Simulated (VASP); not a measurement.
Input of a VASP 6.6.1 run:

The input INCAR:

```
PREC = Accurate ; ENCUT = 520
EDIFF = 1E-6 ; ISMEAR = -1
SIGMA = 0.05 ; LREAL = False
LASPH = True ; NELM = 100
ALGO = Normal ; ISIF = 2
LWAVE = False ; LCHARG = False
GGA = CA ; NBANDS = 11
```

KPOINTS

```
Automatic mesh
0
Gamma
  13 13 13
```

Contents of POSCAR:

```
BN
1.0
    0.0000000000      3.4239628326      2.1218728889
    1.2260814184      0.0000000000      2.1218728889
    1.2260814184      3.4239628326      0.0000000000
N B
1 1
Direct
    0.6666513400      0.6666513400      0.3333486600
    0.0000486500      0.0000486500      0.9999513500
```

Potentials or basis: VASP PAW LDA potentials, release 64 (N, B).

Launch:

```console
$ cat potpaw_LDA.64/N/POTCAR potpaw_LDA.64/B/POTCAR > POTCAR
$ mpirun -np 1 vasp_std > vasp.out
```

What does it give for the pressure?

11.8 GPa.

Predict the band gap on the k mesh.

3.72 eV, indirect (least direct gap 4.65 eV).

Predict the largest force.

0.014 eV/Å.

Stress tensor (GPa, compression positive):
```
18.18  0.00  0.00
 0.00 -1.09  0.00
 0.00  0.00 18.20
```

A k mesh can miss the band edges.
